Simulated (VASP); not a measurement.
Runs of VASP 6.6.1 on Be. The structure is that of space group P6_3/mmc (No. 194), or close to it. The cells are those of the table. 

| task | cell | k mesh | cutoff (eV) | gap on the mesh (eV) | pressure (GPa) | relaxed volume (Å³/atom) |
| --- | --- | --- | --- | --- | --- | --- |
| single point | a = 2.251, b = 2.251, c = 7.139 Å, angles 90.0, 90.0, 120.0°, 4 atoms | 9 × 9 × 4 | 600 | none | (a) | - |
| single point | a = 2.300, b = 2.300, c = 7.417 Å, angles 90.0, 90.0, 120.0°, 4 atoms | 9 × 9 × 4 | 600 | none | (b) | - |
| relaxation of cell and atoms | relaxed from a = 3.601, b = 3.601, c = 3.658 Å, angles 90.0, 90.0, 120.0°, 4 atoms | 15 × 15 × 12 | 600 | none | 0.0 | 10.31 |
| single point | a = 2.828, b = 2.828, c = 4.665 Å, angles 90.0, 90.0, 120.0°, 4 atoms | 9 × 9 × 4 | 600 | none | 64.6 | - |
| single point | a = 3.610, b = 3.610, c = 3.647 Å, angles 90.0, 90.0, 120.0°, 4 atoms | 15 × 15 × 12 | 520 | none | 0.2 | - |
| relaxation of cell and atoms | relaxed from a = 2.300, b = 2.300, c = 7.417 Å, angles 90.0, 90.0, 120.0°, 4 atoms | 9 × 9 × 4 | 600 | none | -0.2 | 7.86 |

Alike in all rows: level PBEsol; potentials or basis VASP PAW PBE potentials, release 64 (Be); no spin polarisation; smearing gaussian 0.1 eV.

Question: Fill in the values left out.

Answer: (a) 0.3; (b) -8.7.

Caveats: the PAW data sets were made with another functional, which shifts forces and pressure a little.

A gap of «none» marks levels without a gap at the run's occupations.
